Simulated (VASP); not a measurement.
Write the native input for VASP 6.6.1 that does the following.

```yaml
Task: single point
Functional: r2SCAN
Potentials_or_basis: VASP PAW PBE potentials, release 64 (Sb, Ga_d)
Cutoff: 520 eV
k_mesh: 8 × 8 × 8
Occupations: fermi-dirac, width 0.05 eV
Spin: no spin polarisation
Dipole_correction: no
Further_INCAR_settings: ALGO = Normal; EDIFF = 1e-06; NBANDS = 16
```

The system is GaSb.

```
Sb Ga
1.0
     0.00000    3.01766    3.01766
     3.01766    0.00000    3.01766
     3.01766    3.01766    0.00000
Sb Ga
1 1
Direct
  0.75000 0.75000 0.75000
  0.00000 0.00000 0.00000
```

The input as run:

POSCAR

```
GaSb
1.0
    0.0000000000      3.0176570942      3.0176570942
    3.0176570942      0.0000000000      3.0176570942
    3.0176570942      3.0176570942      0.0000000000
Sb Ga
1 1
Direct
    0.7500000000      0.7500000000      0.7500000000
    0.0000000000      0.0000000000      0.0000000000
```

INCAR.step1

```
PREC     = Accurate       # precision mode
ENCUT    = 520            # plane-wave cutoff, eV
ISMEAR   = -1             # smearing method
SIGMA    = 0.05           # smearing width, eV
LREAL    = F              # projectors in reciprocal space
LASPH    = T              # aspherical terms in the spheres
NELM     = 80             # most SCF steps
NBANDS   = 16             # bands
GGA      = PE             # functional
ALGO     = Normal         # electronic algorithm
EDIFF    = 1E-4           # SCF threshold, eV
LWAVE    = T              # write WAVECAR
LCHARG   = F              # write CHGCAR
```

INCAR.step2

```
PREC     = Accurate       # precision mode
ENCUT    = 520            # plane-wave cutoff, eV
EDIFF    = 1E-6           # SCF threshold, eV
ISMEAR   = -1             # smearing method
SIGMA    = 0.05           # smearing width, eV
LREAL    = F              # projectors in reciprocal space
LASPH    = T              # aspherical terms in the spheres
NELM     = 80             # most SCF steps
ALGO     = Normal         # electronic algorithm
ISIF     = 2              # what is computed and relaxed
LWAVE    = F              # write WAVECAR
LCHARG   = T              # write CHGCAR
METAGGA  = R2SCAN         # meta-GGA
LMIXTAU  = T            
LELF     = T              # ELF
LVHAR    = T            
NBANDS   = 16             # bands
ISTART   = 1
```

KPOINTS

```
regular mesh
0
Gamma
  8 8 8
```

Potentials or basis: VASP PAW PBE potentials, release 64 (Sb, Ga_d).

Command:

```sh
$ cat potpaw_PBE.64/Sb/POTCAR potpaw_PBE.64/Ga_d/POTCAR > POTCAR
$ cp INCAR.step1 INCAR
$ mpirun -np 1 vasp_std > vasp.out
$ cp INCAR.step2 INCAR
$ mpirun -np 1 vasp_std > vasp.out
```

Results of the run:

* Pressure: 3.0 GPa
* Band gap on the k mesh: 0.76 eV, direct

Caveat: the PAW data sets were made with another functional, which shifts forces and pressure a little; spin-orbit coupling is left out, which moves the levels of the heavy elements.

Wall time 49 s on 1 thread of AMD EPYC 9R45 96-Core Processor (Zen 5), on a shared host, peak memory 0.16 GiB.
